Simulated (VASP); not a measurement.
Here is a VASP 6.6.1 calculation.

INCAR

```
SYSTEM = Al2Au
PREC     = Accurate       ! precision mode
ENCUT    = 520            ! plane-wave cutoff, eV
EDIFF    = 1E-8           ! SCF threshold, eV
ISMEAR   = -1             ! smearing method
SIGMA    = 0.05           ! smearing width, eV
LREAL    = .False.        ! projectors in reciprocal space
LASPH    = .True.         ! aspherical terms in the spheres
NELM     = 60             ! most SCF steps
ALGO     = Normal         ! electronic algorithm
ISIF     = 2              ! what is computed and relaxed
LWAVE    = .False.        ! write WAVECAR
LCHARG   = .False.        ! write CHGCAR
GGA      = PE             ! functional
LEFG     = .True.       
NBANDS   = 16             ! bands
```

File KPOINTS:

```
regular mesh
0
Gamma
  11 11 11
  0 0 0
```

POSCAR

```
Al2Au
1.0
    0.0000000000      3.0000000000      3.0000000000
    3.0000000000      0.0000000000      3.0000000000
    3.0000000000      3.0000000000      0.0000000000
Al Au
2 1
Direct
    0.2500000000      0.2500000000      0.2500000000
    0.7500000000      0.7500000000      0.7500000000
    0.0000000000      0.0000000000      0.0000000000
```

Potentials or basis: VASP PAW PBE potentials, release 64 (Al, Au).

Run with:

```sh
$ cat potpaw_PBE.64/Al/POTCAR potpaw_PBE.64/Au/POTCAR > POTCAR
$ mpirun -np 1 vasp_std > vasp.out
```

Q: Predict the pressure.

A: 3.2 GPa.

Caveat: without QUAD_EFG the Cq values of the log hold for a quadrupole moment of 1 mb, not for the nuclei.
